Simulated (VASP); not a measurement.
# Os (P6_3/mmc) in VASP: a series of runs, part 2 of 2

VASP 6.6.1.

**4. Single point, revPBE+D3(BJ)**

Contents of INCAR:

```
PREC = Accurate
ENCUT = 520
EDIFF = 1E-6
ISMEAR = -1
SIGMA = 0.05
LREAL = F
LASPH = T
NELM = 100
ALGO = Normal
ISIF = 2
LWAVE = F
LCHARG = F
GGA = RE
IVDW = 12
NBANDS = 15
```

Contents of KPOINTS:

```
regular mesh
0
Gamma
  11 11 6
```

Contents of POSCAR:

```
Os
1.0
    2.7341000000      0.0000000000      0.0000000000
   -1.3670500000      2.3678000565      0.0000000000
    0.0000000000      0.0000000000      4.3197000000
Os
2
Direct
    0.6666666667      0.3333333333      0.7500000000
    0.3333333333      0.6666666667      0.2500000000
```

Potentials or basis: VASP PAW PBE potentials, release 64 (Os).

Started as:

```console
$ cat potpaw_PBE.64/Os/POTCAR > POTCAR
$ mpirun -np 1 vasp_std > vasp.out
```

OUTCAR:

```text
PREC = Accurate
   ENCUT = 520
   EDIFF = 1E-6
   ISMEAR = -1
   LREAL = F
   LASPH = T
   NELM = 100
   ISIF = 2
   GGA = RE
   IVDW = 12
 IVDW          = 12

 ion  position               nearest neighbor table
   1  0.667  0.333  0.750-   2 2.68   2 2.68   2 2.68   2 2.68   2 2.68   2 2.68
   2  0.333  0.667  0.250-   1 2.68   1 2.68   1 2.68   1 2.68   1 2.68   1 2.68

  LATTYP: Found a hexagonal cell.
 ALAT       =     2.7341000000
 C/A-ratio  =     1.5799348963

  Lattice vectors:

 A1 = (   2.7341000000,   0.0000000000,   0.0000000000)
 A2 = (  -1.3670500000,   2.3678000565,   0.0000000000)
 A3 = (   0.0000000000,   0.0000000000,   4.3197000000)

Analysis of symmetry for initial positions (statically):
=====================================================================
 Subroutine PRICEL returns:
 Original cell was already a primitive cell.

 Routine SETGRP: Setting up the symmetry group for a
 hexagonal supercell.

 Subroutine GETGRP returns: Found 24 space group operations
 (whereof 12 operations were pure point group operations)
 out of a pool of 24 trial point group operations.

The static configuration has the point symmetry D_3d.
 The point group associated with its full space group is D_6h.

Analysis of symmetry for dynamics (positions and initial velocities):
=====================================================================
 Subroutine PRICEL returns:
 Original cell was already a primitive cell.

 Routine SETGRP: Setting up the symmetry group for a
 hexagonal supercell.

 Subroutine GETGRP returns: Found 24 space group operations
 (whereof 12 operations were pure point group operations)
 out of a pool of 24 trial point group operations.

The dynamic configuration has the point symmetry D_3d.
 The point group associated with its full space group is D_6h.

 Subroutine INISYM returns: Found 24 space group operations
 (whereof 12 operations are pure point group operations),
 and found     1 'primitive' translations

----------------------------------------------------------------------------------------

                                     Primitive cell

  volume of cell :      27.9649

[... 122 lines left out ...]
 maximum number of plane-waves:       768
   NGX = 11   NGY = 11   NGZ = 17

 number of electron      15.9999998 magnetization

 Free energy of the ion-electron system (eV)
  ---------------------------------------------------
  ext. energy  EPLUGINS =         0.00000000
  ---------------------------------------------------
  free energy    TOTEN  =       -21.42629139 eV

  energy without entropy =      -21.41309654  energy(sigma->0) =      -21.41969396

 E-fermi :   9.4818     XC(G=0): -14.0401

 val. band max:        9.4586186653   @ k =   0.0909   0.0000   0.3333
 cond. band min:       9.5417684431   @ k =   0.3636   0.0909   0.3333
 fundamental gap:      0.0831497779
 Fermi energy:         9.4817760966

 k-point     1 :       0.0000    0.0000    0.0000
  band No.  band energies     occupation
      1      -1.4121      2.00000
      2       1.7363      2.00000
      3       6.4748      2.00000
      4       6.4748      2.00000
      5       6.7263      2.00000
      6       7.3168      2.00000
      7       7.3168      2.00000
      8       7.9638      2.00000
      9       7.9638      2.00000
     10       9.5455      0.43681
     11      11.2138      0.00000
     12      11.2138      0.00000
     13      18.6187      0.00000
     14      23.5386      0.00000
[... 401 lines left out ...]
      2       3.3413      2.00000
      3       4.7479      2.00000
      4       4.9714      2.00000
      5       6.2260      2.00000
      6       6.8435      2.00000
      7       7.4198      2.00000
      8       8.3728      2.00000
      9       8.9827      1.99991
     10       9.3616      1.83409
     11      11.6526      0.00000
     12      15.0737      0.00000
     13      20.0814      0.00000
     14      24.6459      0.00000
     15      25.7349      0.00000

 [... further k-points ...]

------------------------ aborting loop because EDIFF is reached ----------------------------------------

 Edisp (eV)   -2.40583

 E8    (eV) :    -1.7723

  FORCE on cell =-STRESS in cart. coord.  units (eV):
  Direction    XX          YY          ZZ          XY          YZ          ZX
  --------------------------------------------------------------------------------------
  -------------------------------------------------------------------------------------
  Total      -0.47408    -0.47408    -0.41003    -0.00000     0.00000     0.00000
  in kB     -27.16141   -27.16141   -23.49170    -0.00000     0.00000     0.00000
  external pressure =      -25.94 kB  Pullay stress =        0.00 kB

 VOLUME and BASIS-vectors are now :
 -----------------------------------------------------------------------------
  energy-cutoff  :      520.00
  volume of cell :       27.96
      direct lattice vectors                 reciprocal lattice vectors
     2.734100000  0.000000000  0.000000000     0.365751070  0.211166479  0.000000000
    -1.367050000  2.367800057  0.000000000     0.000000000  0.422332957  0.000000000
     0.000000000  0.000000000  4.319700000     0.000000000  0.000000000  0.231497558

 POSITION                                       TOTAL-FORCE (eV/Angst)
 -----------------------------------------------------------------------------------
      1.36705      0.78927      3.23977         0.000000      0.000000      0.000000
     -0.00000      1.57853      1.07993        -0.000000      0.000000      0.000000
 -----------------------------------------------------------------------------------
    total drift:                               -0.000000      0.000000     -0.000000

  FREE ENERGIE OF THE ION-ELECTRON SYSTEM (eV)
  ---------------------------------------------------
  free  energy   TOTEN  =       -23.8321259958 eV

  energy  without entropy=      -23.8189311484  energy(sigma->0) =      -23.82552857
```

OSZICAR:

```text
N       E                     dE             d eps       ncg     rms          rms(c)
DAV:   1     0.102663958731E+03    0.10266E+03   -0.75267E+03  1928   0.103E+03
DAV:   2    -0.179268846073E+02   -0.12059E+03   -0.10550E+03  1955   0.324E+02
DAV:   3    -0.227252028131E+02   -0.47983E+01   -0.46031E+01  2627   0.567E+01
DAV:   4    -0.227629194931E+02   -0.37717E-01   -0.37677E-01  2081   0.518E+00
DAV:   5    -0.227631142806E+02   -0.19479E-03   -0.19478E-03  2634   0.352E-01    0.228E+01
DAV:   6    -0.217451994061E+02    0.10179E+01   -0.81610E-01  2417   0.757E+00    0.106E+01
DAV:   7    -0.214336674343E+02    0.31153E+00   -0.62175E-01  2431   0.647E+00    0.510E-01
DAV:   8    -0.214284188948E+02    0.52485E-02   -0.65401E-03  1983   0.624E-01    0.339E-01
DAV:   9    -0.214262987818E+02    0.21201E-02   -0.15654E-03  2375   0.400E-01    0.360E-02
DAV:  10    -0.214263148253E+02   -0.16043E-04   -0.56082E-05  2480   0.630E-02    0.778E-03
DAV:  11    -0.214262926890E+02    0.22136E-04   -0.40232E-06  2144   0.222E-02    0.177E-03
DAV:  12    -0.214262915921E+02    0.10969E-05   -0.82597E-08  1289   0.303E-03    0.953E-04
DAV:  13    -0.214262913850E+02    0.20703E-06   -0.84558E-09  1163   0.830E-04
   1 F= -.23832126E+02 E0= -.23825529E+02  d E =-.131948E-01
```

stdout:

```text
POSCAR found type information on POSCAR Os
 POSCAR found :  1 types and       2 ions
 scaLAPACK will be used
 -----------------------------------------------------------------------------
|                                                                             |
|                                                                             |
|     You enforced a specific xc type in the INCAR file but a different       |
|     I HOPE YOU KNOW WHAT YOU ARE DOING!                                     |
|                                                                             |
 -----------------------------------------------------------------------------

 LDA part: xc-table for (Slater+PW92), standard interpolation
 POSCAR, INCAR and KPOINTS ok, starting setup
 FFT: planning ... GRIDC
 FFT: planning ... GRID_SOFT
 FFT: planning ... GRID
 WAVECAR not read
 entering main loop
```

Wall time 20 s (1 thread of Intel Xeon 8259CL, shared host); peak memory 0.16 GiB.

What came out:

* Free energy: -23.8321 eV
* Pressure: -2.6 GPa
* Band gap on the k mesh: zero (bands 8 and 9 overlap by 3.89 eV)
* Dispersion energy per atom: -1.203 eV

Stress tensor (GPa, compression positive):
```
-2.72  0.00  0.00
 0.00 -2.72  0.00
 0.00  0.00 -2.35
```

Levels at points of the mesh, in eV from the Fermi level:
```csv
k point,band 5,band 6,band 7,band 8,band 9,band 10,band 11,band 12
"(0.00, 0.00, 0.00)",-2.76,-2.16,-2.16,-1.52,-1.52,0.06,1.73,1.73
"(0.00, 0.00, 0.50)",-3.20,-3.20,-3.20,-3.20,0.94,0.94,0.94,0.94
```

Caveat: the PAW data sets were made with another functional, which shifts forces and pressure a little; spin-orbit coupling is left out, which moves the levels of the heavy elements.

**5. Single point, BLYP+D4**

This run uses another cell than the first one, of 13.70 Å³/atom.

Contents of INCAR:

```
SYSTEM = Os
PREC = Accurate
ENCUT = 520
EDIFF = 1E-6
ISMEAR = -1
SIGMA = 0.05
LREAL = .FALSE.
LASPH = .TRUE.
NELM = 80
ALGO = Normal
ISIF = 2
LWAVE = .FALSE.
LCHARG = .FALSE.
GGA = B5
ALDAX = 1.0
AGGAX = 1.0
AGGAC = 1.0
ALDAC = 0.0
IVDW = 13
VDW_S6 = 1.0
VDW_S8 = 2.34076671
VDW_A1 = 0.44488865
VDW_A2 = 4.0933009
NBANDS = 15
```

Contents of KPOINTS:

```
regular mesh
0
G
  11 11 6
  0 0 0
```

Contents of POSCAR:

```
Os
1.0
    2.7157497827      0.0000000000      0.0000000000
   -1.3578748913      2.3519083021      0.0000000000
    0.0000000000      0.0000000000      4.2907078513
Os
2
Direct
    0.6666666667      0.3333333333      0.7500000000
    0.3333333333      0.6666666667      0.2500000000
```

Started as:

```console
$ cat potpaw_PBE.64/Os/POTCAR > POTCAR
$ mpirun -np 1 vasp_std > vasp.out
```

Wall time 26 s (1 thread of Intel Xeon 8259CL, shared host); peak memory 0.15 GiB.

Results (log left out):

- Free energy: -21.7355 eV
- Pressure: 24.3 GPa
- Band gap on the k mesh: zero (bands 8 and 9 overlap by 4.03 eV)
- Dispersion energy per atom: -1.364 eV

Stress tensor (GPa, compression positive):
```
23.94  0.00  0.00
 0.00 23.94  0.00
 0.00  0.00 25.15
```

Levels at points of the mesh, in eV from the Fermi level:
| k point | band 6 | band 7 | band 8 | band 9 | band 10 | band 11 |
| --- | --- | --- | --- | --- | --- | --- |
| (0.00, 0.00, 0.00) | -2.25 | -2.25 | -1.59 | -1.59 | 0.41 | 1.78 |
| (0.00, 0.00, 0.50) | -3.32 | -3.32 | -3.32 | 0.95 | 0.95 | 0.95 |

Caveat: the cell stands under pressure; the PAW data sets were made with another functional, which shifts forces and pressure a little; spin-orbit coupling is left out, which moves the levels of the heavy elements.

**6. Overview**

| level | cell | gap on the mesh (eV) | pressure (GPa) |
| --- | --- | --- | --- |
| RPBE | a = 2.734, b = 2.734, c = 4.320 Å, angles 90.0, 90.0, 120.0°, 2 atoms | none | 12.7 |
| revPBE+D3(BJ) | a = 2.716, b = 2.716, c = 4.291 Å, angles 90.0, 90.0, 120.0°, 2 atoms | none | 6.4 |
| revPBE+D3(BJ) | a = 2.734, b = 2.734, c = 4.320 Å, angles 90.0, 90.0, 120.0°, 2 atoms | none | -2.6 |
| BLYP+D4 | a = 2.716, b = 2.716, c = 4.291 Å, angles 90.0, 90.0, 120.0°, 2 atoms | none | 24.3 |

Alike in all rows: task single point; potentials or basis VASP PAW PBE potentials, release 64 (Os); no spin polarisation; k mesh 11 × 11 × 6; cutoff (eV) 520; smearing fermi-dirac 0.05 eV.

Caveats: the PAW data sets were made with another functional, which shifts forces and pressure a little; spin-orbit coupling is left out, which moves the levels of the heavy elements; the cell stands under pressure (at least some runs).

Total energies depend on the potentials used, so only differences within one code and one set of settings carry meaning.
